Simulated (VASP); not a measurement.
# Rh (P6_3/mmc) in VASP: single point with r2SCAN

Aim: the single point of Rh with r2SCAN.

Program: VASP 6.6.1. These are calculated values, not measurements. Logs are shortened: lines on timing, memory, paths and dates and some standing lists are left out, and cuts for length are marked.

## (1) The cell of the first run

It takes space group P6_3/mmc (No. 194, hexagonal). The conventional cell has a = 2.706 Å, b = 2.706 Å, c = 4.389 Å, α = 90.00°, β = 90.00°, γ = 120.00°. Within 3.6 Å of Rh (site symmetry -6m2) lie 12 Rh at 2.69 to 2.71 Å.

This isn't the form of Rh at room conditions, which is fcc.

## (2) Single point, r2SCAN

POSCAR reads:

```
Rh
1.0
    2.7064855864      0.0000000000      0.0000000000
   -1.3532427932      2.3438871981      0.0000000000
    0.0000000000      0.0000000000      4.3887704613
Rh
2
Direct
    0.6666666667      0.3333333333      0.7500000000
    0.3333333333      0.6666666667      0.2500000000
```

INCAR.step1 reads:

```
SYSTEM = Rh
ALGO = Normal
EDIFF = 1E-5
ENCUT = 680
GGA = PE
GGA_COMPAT = .False.
ISMEAR = -1
LASPH = .True.
LCHARG = .False.
LREAL = .False.
LWAVE = .True.
NBANDS = 24
NELM = 120
PREC = Accurate
SIGMA = 0.2
```

INCAR.step2 reads:

```
SYSTEM = Rh
ALGO = Normal
EDIFF = 1E-6
ENCUT = 680
GGA_COMPAT = .False.
ISIF = 2
ISMEAR = -1
ISTART = 1
LASPH = .True.
LCHARG = .True.
LELF = .True.
LMIXTAU = .True.
LREAL = .False.
LVHAR = .True.
LWAVE = .False.
METAGGA = R2SCAN
NBANDS = 24
NELM = 120
PREC = Accurate
SIGMA = 0.2
```

KPOINTS reads:

```
k-points
0
Gamma
  10 10 5
  0 0 0
```

Potentials or basis: VASP PAW PBE potentials, release 64 (Rh_sv_GW).

Command:

```console
cat potpaw_PBE.64/Rh_sv_GW/POTCAR > POTCAR
cp INCAR.step1 INCAR
mpirun -np 1 vasp_std > vasp.out
cp INCAR.step2 INCAR
mpirun -np 1 vasp_std > vasp.out
```

OUTCAR:

```text
SYSTEM = Rh
   EDIFF = 1E-6
   ENCUT = 680
   ISIF = 2
   ISMEAR = -1
   ISTART = 1
   LASPH = .True.
   LREAL = .False.
   METAGGA = R2SCAN
   NELM = 120
   PREC = Accurate

 ion  position               nearest neighbor table
   1  0.667  0.333  0.750-
   2  0.333  0.667  0.250-

  LATTYP: Found a hexagonal cell.
 ALAT       =     2.7064855864
 C/A-ratio  =     1.6215754052

  Lattice vectors:

 A1 = (   2.7064855864,   0.0000000000,   0.0000000000)
 A2 = (  -1.3532427932,   2.3438871981,   0.0000000000)
 A3 = (   0.0000000000,   0.0000000000,   4.3887704613)

Analysis of symmetry for initial positions (statically):
=====================================================================
 Subroutine PRICEL returns:
 Original cell was already a primitive cell.

 Routine SETGRP: Setting up the symmetry group for a
 hexagonal supercell.

 Subroutine GETGRP returns: Found 24 space group operations
 (whereof 12 operations were pure point group operations)
 out of a pool of 24 trial point group operations.

The static configuration has the point symmetry D_3d.
 The point group associated with its full space group is D_6h.

Analysis of symmetry for dynamics (positions and initial velocities):
=====================================================================
 Subroutine PRICEL returns:
 Original cell was already a primitive cell.

 Routine SETGRP: Setting up the symmetry group for a
 hexagonal supercell.

 Subroutine GETGRP returns: Found 24 space group operations
 (whereof 12 operations were pure point group operations)
 out of a pool of 24 trial point group operations.

The dynamic configuration has the point symmetry D_3d.
 The point group associated with its full space group is D_6h.

 Subroutine INISYM returns: Found 24 space group operations
 (whereof 12 operations are pure point group operations),
 and found     1 'primitive' translations

----------------------------------------------------------------------------------------

                                     Primitive cell

  volume of cell :      27.8410

  direct lattice vectors                    reciprocal lattice vectors
     2.706485586  0.000000000  0.000000000     0.369482847  0.213320846  0.000000000
    -1.353242793  2.343887198  0.000000000     0.000000000  0.426641692  0.000000000
     0.000000000  0.000000000  4.388770461     0.000000000  0.000000000  0.227854250

  length of vectors
     2.706485586  2.706487254  4.388770461     0.426641955  0.426641692  0.227854250

  position of ions in fractional coordinates (direct lattice)
     0.666666667  0.333333333  0.750000000
     0.333333333  0.666666667  0.250000000

  ion indices of the primitive-cell ions
   primitive index   ion index
                 1           1
                 2           2

----------------------------------------------------------------------------------------

 KPOINTS: k-points

Automatic generation of k-mesh.
 Grid dimensions read from file:
 generate k-points for:   10   10    5

 Generating k-lattice:

  Cartesian coordinates                     Fractional coordinates (reciprocal lattice)
     0.036948285  0.021332085  0.000000000     0.100000000  0.000000000  0.000000000
     0.000000000  0.042664169  0.000000000     0.000000000  0.100000000  0.000000000
     0.000000000  0.000000000  0.045570850     0.000000000  0.000000000  0.200000000

  Length of vectors
     0.042664195  0.042664169  0.045570850

  Shift w.r.t. Gamma in fractional coordinates (k-lattice)
     0.000000000  0.000000000  0.000000000

 Subroutine IBZKPT returns following result:
 ===========================================

 Found     42 irreducible k-points:

 Following reciprocal coordinates:
            Coordinates               Weight
  0.000000  0.000000  0.000000      1.000000
  0.100000  0.000000  0.000000      6.000000
  0.200000  0.000000  0.000000      6.000000
  0.300000  0.000000  0.000000      6.000000
  0.400000  0.000000  0.000000      6.000000
  0.500000 -0.000000  0.000000      3.000000
[... 16 lines left out ...]
  0.300000  0.100000  0.200000     24.000000
  0.400000  0.100000  0.200000     24.000000
 [... further k-points ...]
   k-points           NKPTS =     42   k-points in BZ     NKDIM =     42   number of bands    NBANDS=     24
   number of dos      NEDOS =    301   number of ions     NIONS =      2
   total plane-waves  NPLWV =  23040
   dimension x,y,z NGX =    24 NGY =   24 NGZ =   40
   dimension x,y,z NGXF=    48 NGYF=   48 NGZF=   80
   ions per type =               2
   NGX,Y,Z   is equivalent  to a cutoff of  14.74, 14.74, 15.15 a.u.
   NGXF,Y,Z  is equivalent  to a cutoff of  29.48, 29.48, 30.30 a.u.
 SYSTEM =  Rh
   PREC   = accura    normal or accurate (medium, high low for compatibility)
   ISTART =      1    job   : 0-new  1-cont  2-samecut
   ICHARG =      0    charge: 1-file 2-atom 10-const
   ISPIN  =      1    spin polarized calculation?
   LNONCOLLINEAR =      F non collinear calculations
   LSORBIT =      F    spin-orbit coupling
   LASPH  =      T    aspherical Exc in radial PAW
   ENCUT  =  680.0 eV  49.98 Ry    7.07 a.u.   5.75  5.75  9.33*2*pi/ulx,y,z
   NELM   =    120;   NELMIN=  2; NELMDL=  0     # of ELM steps
   EDIFF  = 0.1E-05   stopping-criterion for ELM
   LREAL  =      F    real-space projection
   EDIFFG = 0.1E-04   stopping-criterion for IOM
   NSW    =      0    number of steps for IOM
   IBRION =     -1    ionic relax: 0-MD 1-quasi-New 2-CG
   NFREE  =      0    steps in history (QN), initial steepest desc. (CG)
   ISIF   =      2    stress and relaxation
   ISYM   =      2    0-nonsym 1-usesym 2-fastsym
   POTIM  = 0.5000    time-step for ionic-motion
   TEBEG  =    0.0;   TEEND  =   0.0 temperature during run
   PSTRESS=    0.0 pullay stress
   NELECT =      34.0000    total number of electrons
   NUPDOWN=      -1.0000    fix difference up-down
   EMIN   =  10.00;   EMAX   =-10.00  energy-range for DOS
   EFERMI =   0.00;   METHOD = LEGACY
   ISMEAR =    -1;   SIGMA  =   0.20  broadening in eV -4-tet -1-fermi 0-gaus
   EFERMI_NEDOS =   21; number of points for ismear=-14 and -15
   IALGO  =     38    algorithm
   IMIX   =      4    mixing-type and parameters
     AMIX     =   0.40;   BMIX     =  1.00
     AMIX_MAG =   1.60;   BMIX_MAG =  1.00
  volume/ion in A,a.u.               =      13.92        93.94
  Fermi-wavevector in a.u.,A,eV,Ry     =   1.749871  3.306777 41.661700  3.062049
  Thomas-Fermi vector in A             =   2.820700
   LORBIT       =      0    0 simple, 1 ext, 2 COOP (PROOUT), +10 PAW based schemes
   METAGGA = R2SCAN    functional components
   LHFCALC =     F    Hartree Fock is set to
   AEXX    =    0.0000 exact exchange contribution
   IVDW    =     0    specifies the selected vdW correction
   LEPSILON=     F    determine dielectric tensor
   LRPA    =     F    only Hartree local field effects (RPA)
 non-spin polarized calculation
  energy-cutoff  :      680.00
  volume of cell :       27.84
 maximum number of plane-waves:      1129
 NGX is ok and might be reduce to    24
   NGX = 11   NGY = 11   NGZ = 19

 number of electron      33.9999994 magnetization

 Free energy of the ion-electron system (eV)
  ---------------------------------------------------
  ext. energy  EPLUGINS =         0.00000000
  ---------------------------------------------------
  free energy    TOTEN  =       -46.68745006 eV

  energy without entropy =      -46.27561927  energy(sigma->0) =      -46.48153466

 E-fermi :  10.5453     XC(G=0): -15.1785

 val. band max:       10.5449390187   @ k =   0.4000   0.2000   0.2000
 cond. band min:      10.5746267343   @ k =   0.3000   0.1000   0.4000
 fundamental gap:      0.0296877155
 Fermi energy:        10.5453001990

 k-point     1 :       0.0000    0.0000    0.0000
  band No.  band energies     occupation
      1     -70.6166      2.00000
      2     -70.4964      2.00000
      3     -38.0282      2.00000
      4     -37.3726      2.00000
      5     -37.3726      2.00000
      6     -37.2659      2.00000
[... 16 lines left out ...]
     23      29.2063      0.00000
     24      29.8518      0.00000

 k-point     2 :       0.1000    0.0000    0.0000
  band No.  band energies     occupation
      1     -70.6069      2.00000
      2     -70.4919      2.00000
      3     -38.0046      2.00000
      4     -37.4261      2.00000
      5     -37.3898      2.00000
      6     -37.3198      2.00000
[... 16 lines left out ...]
     23      29.5942      0.00000
     24      30.0448      0.00000

 k-point     3 :       0.2000    0.0000    0.0000
  band No.  band energies     occupation
      1     -70.5807      2.00000
      2     -70.4807      2.00000
      3     -37.9387      2.00000
      4     -37.5664      2.00000
      5     -37.4616      2.00000
      6     -37.4334      2.00000
[... 16 lines left out ...]
     23      29.5433      0.00000
     24      29.5536      0.00000

 k-point     4 :       0.3000    0.0000    0.0000
  band No.  band energies     occupation
      1     -70.5463      2.00000
      2     -70.4687      2.00000
      3     -37.8447      2.00000
      4     -37.7402      2.00000
      5     -37.6316      2.00000
      6     -37.4853      2.00000
[... 16 lines left out ...]
     23      27.0077      0.00000
     24      27.6219      0.00000

 k-point     5 :       0.4000    0.0000    0.0000
  band No.  band energies     occupation
      1     -70.5151      2.00000
      2     -70.4622      2.00000
      3     -37.8808      2.00000
      4     -37.7653      2.00000
      5     -37.7474      2.00000
      6     -37.5261      2.00000
[... 451 lines left out ...]
 k-point    22 :       0.2000    0.1000    0.2000
  band No.  band energies     occupation
      1     -70.5504      2.00000
      2     -70.4807      2.00000
      3     -37.8651      2.00000
      4     -37.6355      2.00000
      5     -37.5965      2.00000
      6     -37.4614      2.00000
[... 16 lines left out ...]
     23      26.9044      0.00000
     24      28.1446      0.00000

 k-point    23 :       0.3000    0.1000    0.2000
  band No.  band energies     occupation
      1     -70.5194      2.00000
      2     -70.4696      2.00000
      3     -37.8797      2.00000
      4     -37.7679      2.00000
      5     -37.6537      2.00000
      6     -37.5171      2.00000
[... 16 lines left out ...]
     23      25.1834      0.00000
     24      26.3689      0.00000

 k-point    24 :       0.4000    0.1000    0.2000
  band No.  band energies     occupation
      1     -70.4975      2.00000
      2     -70.4654      2.00000
      3     -37.9432      2.00000
      4     -37.8408      2.00000
      5     -37.6353      2.00000
      6     -37.5394      2.00000
[... 16 lines left out ...]
     23      24.0229      0.00000
     24      25.8823      0.00000

 [... further k-points ...]
[... 5 lines left out ...]
  --------------------------------------------------------------------------------------
  -------------------------------------------------------------------------------------
  Total       -0.1325860     -0.1325862     -0.3045803      0.0000000     -0.0000000      0.0000000
  in kB       -7.6299707     -7.6299833    -17.5277856      0.0000000     -0.0000000      0.0000000
  external PRESSURE =     -10.9292465 kB  Pullay stress =       0.0000000 kB

 VOLUME and BASIS-vectors are now :
 -----------------------------------------------------------------------------
  energy-cutoff  :      680.00
  volume of cell :       27.84
      direct lattice vectors                 reciprocal lattice vectors
     2.706485586  0.000000000  0.000000000     0.369482847  0.213320846  0.000000000
    -1.353242793  2.343887198  0.000000000     0.000000000  0.426641692  0.000000000
     0.000000000  0.000000000  4.388770461     0.000000000  0.000000000  0.227854250

 POSITION                                       TOTAL-FORCE (eV/Angst)
 -----------------------------------------------------------------------------------
      1.35324      0.78130      3.29158         0.000000      0.000000      0.000000
     -0.00000      1.56259      1.09719        -0.000000      0.000000      0.000000
 -----------------------------------------------------------------------------------
    total drift:                               -0.000000      0.000000     -0.000000

  FREE ENERGIE OF THE ION-ELECTRON SYSTEM (eV)
  ---------------------------------------------------
  free  energy   TOTEN  =       -46.6874500589 eV

  energy  without entropy=      -46.2756192692  energy(sigma->0) =      -46.48153466
```

Wall time 1.9 min (1 thread of Intel Xeon Platinum 8259CL at 2.50GHz (Skylake/Cascade Lake), shared host); peak memory 0.2 GiB.

What came out:

```yaml
Free_energy: -46.6875 eV
Pressure: -1.1 GPa
Band_gap_on_the_k_mesh: zero (bands 17 and 18 overlap by 2.32 eV)
```

Stress tensor (GPa, compression positive):
```
-0.76  0.00  0.00
 0.00 -0.76  0.00
 0.00  0.00 -1.75
```

Caveat: the PAW data sets were made with another functional, which shifts forces and pressure a little.

The gap in the log of VASP goes by the Fermi energy; the results here count the filled bands.